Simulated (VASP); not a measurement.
# P in VASP: further runs, part 2 of 2

VASP 6.6.1. The steps go on from the part before.

### Step 4. Relaxation of cell and atoms, PBEsol+D3(BJ)

This run uses another cell than the first one, of 13.68 Å³/atom.

Input file INCAR:

```
SYSTEM = P
PREC = Accurate ; ENCUT = 600
EDIFF = 1E-6 ; ISMEAR = 0
SIGMA = 0.1 ; LREAL = .FALSE.
LASPH = .TRUE. ; NELM = 80
ALGO = Fast ; ISIF = 3
LWAVE = .FALSE. ; LCHARG = .FALSE.
GGA = PS ; IVDW = 12
IBRION = 2 ; NSW = 100
EDIFFG = -0.005
```

Input file KPOINTS:

```
regular mesh
0
G
  18 18 18
  0 0 0
```

Input file POSCAR:

```
P
1.0
    2.3915675732      0.0000000000      0.0000000000
    0.0000000000      2.3915675732      0.0000000000
    0.0000000000      0.0000000000      2.3924494012
P
1
Direct
    0.0000000000      0.0000000000      0.0000000000
```

Potentials or basis: VASP PAW PBE potentials, release 64 (P).

On the command line:

```console
> cat potpaw_PBE.64/P/POTCAR > POTCAR
> mpirun -np 1 vasp_std > vasp.out
```

OUTCAR:

```text
SYSTEM = P
   PREC = Accurate
   ENCUT = 600
   EDIFF = 1E-6
   ISMEAR = 0
   LREAL = .FALSE.
   LASPH = .TRUE.
   NELM = 80
   ISIF = 3
   GGA = PS
   IVDW = 12
   IBRION = 2
   NSW = 100
   EDIFFG = -0.005
 IVDW          = 12

 ion  position               nearest neighbor table
   1  0.000  0.000  0.000-

  LATTYP: Found a simple tetragonal cell.
 ALAT       =     2.3915675732
 C/A-ratio  =     1.0003687238

  Lattice vectors:

 A1 = (   2.3915675732,   0.0000000000,   0.0000000000)
 A2 = (   0.0000000000,   2.3915675732,   0.0000000000)
 A3 = (   0.0000000000,   0.0000000000,   2.3924494012)

Analysis of symmetry for initial positions (statically):
=====================================================================
 Subroutine PRICEL returns:
 Original cell was already a primitive cell.

 Routine SETGRP: Setting up the symmetry group for a
 simple tetragonal supercell.

 Subroutine GETGRP returns: Found 16 space group operations
 (whereof 16 operations were pure point group operations)
 out of a pool of 16 trial point group operations.

The static configuration has the point symmetry D_4h.

Analysis of symmetry for dynamics (positions and initial velocities):
=====================================================================
 Subroutine PRICEL returns:
 Original cell was already a primitive cell.

 Routine SETGRP: Setting up the symmetry group for a
 simple tetragonal supercell.

 Subroutine GETGRP returns: Found 16 space group operations
 (whereof 16 operations were pure point group operations)
 out of a pool of 16 trial point group operations.

The dynamic configuration has the point symmetry D_4h.

 Subroutine INISYM returns: Found 16 space group operations
 (whereof 16 operations are pure point group operations),
[... 169 lines left out ...]

 POSITION                                       TOTAL-FORCE (eV/Angst)
 -----------------------------------------------------------------------------------
      0.00000      0.00000      0.00000         0.000000      0.000000      0.000000
 -----------------------------------------------------------------------------------
    total drift:                                0.000000     -0.000000     -0.000000

  FREE ENERGIE OF THE ION-ELECTRON SYSTEM (eV)
  ---------------------------------------------------
  free  energy   TOTEN  =        -6.1721230920 eV

  energy  without entropy=       -6.1703407194  energy(sigma->0) =       -6.17123191

--------------------------------------- Ionic step        2  -------------------------------------------

 number of electron       5.0000000 magnetization

 Free energy of the ion-electron system (eV)
  ---------------------------------------------------
  ext. energy  EPLUGINS =         0.00000000
  ---------------------------------------------------
  free energy    TOTEN  =        -5.75739050 eV

  energy without entropy =       -5.75561566  energy(sigma->0) =       -5.75650308

 E-fermi :  10.4318     XC(G=0): -11.6530

 val. band max:       10.4314117566   @ k =   0.5000   0.5000   0.4444
 cond. band min:      10.4927404800   @ k =   0.1111   0.1111   0.1667
 fundamental gap:      0.0613287233
 Fermi energy:        10.4317783870

 k-point     1 :       0.0000    0.0000    0.0000
  band No.  band energies     occupation
      1      -6.6594      2.00000
      2      15.8715      0.00000
      3      15.8739      0.00000
      4      15.8739      0.00000
      5      17.2631      0.00000
      6      17.2638      0.00000
[... 199 lines left out ...]
 k-point    24 :       0.3333    0.1111    0.0000
  band No.  band energies     occupation
      1      -3.7761      2.00000
      2       4.8388      2.00000
      3      14.4665      0.00000
      4      18.0486      0.00000
      5      21.3350      0.00000
      6      24.1501      0.00000

 [... further k-points ...]

------------------------ aborting loop because EDIFF is reached ----------------------------------------

 Edisp (eV)   -0.41474

 E8    (eV) :    -0.2461

  FORCE on cell =-STRESS in cart. coord.  units (eV):
  Direction    XX          YY          ZZ          XY          YZ          ZX
  --------------------------------------------------------------------------------------
  -------------------------------------------------------------------------------------
  Total       0.00331     0.00331     0.00241     0.00000    -0.00000     0.00000
  in kB       0.38774     0.38774     0.28290     0.00000    -0.00000     0.00000
  external pressure =        0.35 kB  Pullay stress =        0.00 kB

 VOLUME and BASIS-vectors are now :
 -----------------------------------------------------------------------------
  energy-cutoff  :      600.00
  volume of cell :       13.67
      direct lattice vectors                 reciprocal lattice vectors
     2.391010433  0.000000000 -0.000000000     0.418233223 -0.000000000 -0.000000000
     0.000000000  2.391010433 -0.000000000    -0.000000000  0.418233223 -0.000000000
     0.000000000  0.000000000  2.391141718     0.000000000  0.000000000  0.418210260

 POSITION                                       TOTAL-FORCE (eV/Angst)
 -----------------------------------------------------------------------------------
      0.00000      0.00000      0.00000         0.000000      0.000000      0.000000
 -----------------------------------------------------------------------------------
    total drift:                               -0.000000     -0.000000      0.000000

  FREE ENERGIE OF THE ION-ELECTRON SYSTEM (eV)
  ---------------------------------------------------
  free  energy   TOTEN  =        -6.1721264271 eV

  energy  without entropy=       -6.1703515820  energy(sigma->0) =       -6.17123900

 reached required accuracy - stopping structural energy minimisation
```

OSZICAR:

```text
N       E                     dE             d eps       ncg     rms          rms(c)
DAV:   1     0.375310251759E+01    0.37531E+01   -0.23842E+03  6768   0.688E+02
DAV:   2    -0.562543684931E+01   -0.93785E+01   -0.89082E+01  9390   0.757E+01
DAV:   3    -0.577012139468E+01   -0.14468E+00   -0.14355E+00  8034   0.104E+01
DAV:   4    -0.577057424918E+01   -0.45285E-03   -0.45275E-03 10446   0.517E-01
DAV:   5    -0.577057464056E+01   -0.39138E-06   -0.39167E-06  8328   0.910E-03    0.506E+00
RMM:   6    -0.576249293117E+01    0.80817E-02   -0.59769E-04  6600   0.267E-01    0.301E+00
RMM:   7    -0.575778201323E+01    0.47109E-02   -0.17874E-03  6600   0.485E-01    0.103E-01
RMM:   8    -0.575781491141E+01   -0.32898E-04   -0.10924E-04  6600   0.126E-01    0.351E-02
RMM:   9    -0.575781901777E+01   -0.41064E-05   -0.18468E-05  6603   0.495E-02    0.763E-03
RMM:  10    -0.575781939466E+01   -0.37689E-06   -0.23524E-06  5515   0.180E-02
   1 F= -.61721231E+01 E0= -.61712319E+01  d E =-.617212E+01
       N       E                     dE             d eps       ncg     rms          rms(c)
DAV:   1    -0.575739698338E+01    0.42203E-03   -0.29228E-04 10128   0.118E-01    0.163E-02
RMM:   2    -0.575739236759E+01    0.46158E-05   -0.47003E-06  6346   0.221E-02    0.869E-03
RMM:   3    -0.575739043126E+01    0.19363E-05   -0.34012E-06  6511   0.148E-02    0.230E-03
RMM:   4    -0.575739050292E+01   -0.71665E-07   -0.20726E-07  3624   0.496E-03
   2 F= -.61721264E+01 E0= -.61712390E+01  d E =-.333511E-05
```

Wall time 42 s (1 thread of Oxide Virtual Turin-like, shared host); peak memory 0.14 GiB.

What came out:

```
Free energy                           : -6.1721 eV
Relaxed volume                        : 13.67 Å³/atom
Relaxed cell                          : a = 2.391 Å, b = 2.391 Å, c = 2.391 Å, α = 90.00°, β = 90.00°, γ = 90.00°
Space group after relaxing (to 0.1 Å) : Pm-3m (No. 221)
Energy gained by relaxing             : 0.0 meV/atom
Ionic steps                           : 2
Pressure after relaxing               : 0.0 GPa
Band gap on the k mesh                : zero (an odd number of electrons rules out a gap without spin polarisation)
Dispersion energy per atom            : -0.415 eV
```

Final structure:
```
CELL_PARAMETERS angstrom
2.39101 0.00000 0.00000
0.00000 2.39101 0.00000
0.00000 0.00000 2.39114
ATOMIC_POSITIONS crystal
P 0.00000 0.00000 0.00000
```

Caveat: the PAW data sets were made with another functional, which shifts forces and pressure a little.

### Step 5. Relaxation of cell and atoms, PBEsol+D3(BJ), target pressure -2 GPa, at which the enthalpy is minimised

This run uses another cell than the first one, of 13.93 Å³/atom.

Input file INCAR:

```
SYSTEM = P
PREC     = Accurate       ! precision mode
ENCUT    = 600            ! plane-wave cutoff, eV
EDIFF    = 1E-7           ! SCF threshold, eV
ISMEAR   = 0              ! smearing method
SIGMA    = 0.1            ! smearing width, eV
LREAL    = .FALSE.        ! projectors in reciprocal space
LASPH    = .TRUE.         ! aspherical terms in the spheres
NELM     = 100            ! most SCF steps
ALGO     = Normal         ! electronic algorithm
ISIF     = 3              ! what is computed and relaxed
LWAVE    = .FALSE.        ! write WAVECAR
LCHARG   = .FALSE.        ! write CHGCAR
GGA      = PS             ! functional
IVDW     = 12             ! dispersion correction
IBRION   = 2              ! ionic algorithm
NSW      = 70             ! ionic steps
EDIFFG   = -0.008         ! ionic threshold
PSTRESS  = -20.0
```

Input file KPOINTS:

```
Automatic mesh
0
G
  18 18 18
  0 0 0
```

Input file POSCAR:

```
P
1.0
    2.4058658398      0.0000000000      0.0000000000
    0.0000000000      2.4058658398      0.0000000000
    0.0000000000      0.0000000000      2.4060345076
P
1
Direct
    0.0000000000      0.0000000000      0.0000000000
```

On the command line:

```console
> cat potpaw_PBE.64/P/POTCAR > POTCAR
> mpirun -np 1 vasp_std > vasp.out
```

Wall time 49 s (1 thread of Oxide Virtual Turin-like, shared host); peak memory 0.14 GiB.

The run converged. Its results:

```yaml
Free_energy: -6.1708 eV
Relaxed_volume: 13.89 Å³/atom
Relaxed_cell: a = 2.404 Å, b = 2.404 Å, c = 2.404 Å, α = 90.00°, β = 90.00°, γ = 90.00°
Space_group_after_relaxing_to_0.1_Å: Pm-3m (No. 221)
Energy_change_on_relaxing_the_run_minimises_the_enthalpy: -0.5 meV/atom
Ionic_steps: 3
Pressure_after_relaxing: -2.0 GPa
Band_gap_on_the_k_mesh: zero (an odd number of electrons rules out a gap without spin polarisation)
Dispersion_energy_per_atom: -0.408 eV
```

The path:
| step | energy change (eV) | largest force (eV/Å) | pressure (GPa) | volume (Å³) |
| --- | --- | --- | --- | --- |
| 1 | 0.0000 | 0.0000 | -2.36 | 13.93 |
| 2 | -0.0008 | 0.0000 | -1.78 | 13.86 |
| 3 | -0.0005 | 0.0000 | -1.99 | 13.89 |

Final structure:
```yaml
crystal:
  lattice:
    - [2.40359, 0.00000, 0.00000]
    - [0.00000, 2.40359, 0.00000]
    - [0.00000, 0.00000, 2.40368]
  atoms:
    - { symbol: P, position: [0.00000, 0.00000, 0.00000] }
```

Levels at points of the mesh, in eV from the Fermi level:
| k point | band 1 | band 2 | band 3 | band 4 | band 5 | band 6 |
| --- | --- | --- | --- | --- | --- | --- |
| (0.00, 0.00, 0.00) | -16.92 | 5.35 | 5.35 | 5.35 | 6.85 | 6.85 |
| (0.50, 0.00, 0.00) | -12.33 | -9.05 | 8.39 | 8.39 | 9.56 | 14.65 |
| (0.50, 0.50, 0.00) | -7.32 | -5.43 | -5.43 | 0.67 | 11.21 | 17.33 |
| (0.00, 0.00, 0.50) | -12.33 | -9.05 | 8.39 | 8.39 | 9.56 | 14.65 |
| (0.50, 0.00, 0.50) | -7.32 | -5.43 | -5.43 | 0.67 | 11.21 | 17.33 |
| (0.50, 0.50, 0.50) | -2.14 | -2.14 | -2.14 | -0.99 | 4.56 | 4.56 |

Caveat: the cell is relaxed towards a set pressure, so the run minimises the enthalpy, not the energy; the PAW data sets were made with another functional, which shifts forces and pressure a little.

### Step 6. Summary

```csv
cell,gap on the mesh (eV),pressure (GPa)
"relaxed to 5 GPa from a = 2.363 Å, 1 atom",none,5.0
"relaxed to 2 GPa from a = 2.375 Å, 1 atom",none,2.0
"relaxed from a = 2.392, b = 2.392, c = 2.392 Å, 1 atom",none,0.0
"relaxed to -2 GPa from a = 2.406 Å, 1 atom",none,-2.0
```

Alike in all rows: task relaxation of cell and atoms; level PBEsol+D3(BJ); potentials or basis VASP PAW PBE potentials, release 64 (P); no spin polarisation; k mesh 18 × 18 × 18; cutoff (eV) 600; smearing gaussian 0.1 eV.

Caveats: the PAW data sets were made with another functional, which shifts forces and pressure a little; the cell is relaxed towards a set pressure, so the run minimises the enthalpy, not the energy (at least some runs).

Absolute energies hang on the potentials; compare differences alone.

The gap in the log of VASP goes by the Fermi energy; the results here count the filled bands.